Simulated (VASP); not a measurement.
Here is a VASP 6.6.1 calculation.

File INCAR:

```
PREC = Accurate ; ENCUT = 520
EDIFF = 1E-6 ; ISMEAR = 0
SIGMA = 0.05 ; LREAL = F
LASPH = T ; NELM = 150
ALGO = Normal ; ISIF = 2
LWAVE = F ; LCHARG = T
ISPIN = 2 ; MAGMOM = 0.76
LORBIT = 11 ; LMAXMIX = 4
GGA = PE ; LELF = T
LVHAR = T ; NBANDS = 15
```

The input KPOINTS:

```
regular mesh
0
Gamma
  22 22 22
```

Contents of POSCAR:

```
Ni
1.0
    0.0000000000      1.7593096198      1.7593096198
    1.7593096198      0.0000000000      1.7593096198
    1.7593096198      1.7593096198      0.0000000000
Ni
1
Direct
    0.0000000000      0.0000000000      0.0000000000
```

Potentials or basis: VASP PAW PBE potentials, release 64 (Ni).

The run is started by

```bash
$ cat potpaw_PBE.64/Ni/POTCAR > POTCAR
$ mpirun -np 1 vasp_std > vasp.out
```

(1) What does it give for the net moment?

(2) Predict the pressure.

(3) Predict the site moments.

## Answers

(1) 0.64 μB per cell.

(2) 0.0 GPa.

(3) Ni +0.66 μB.
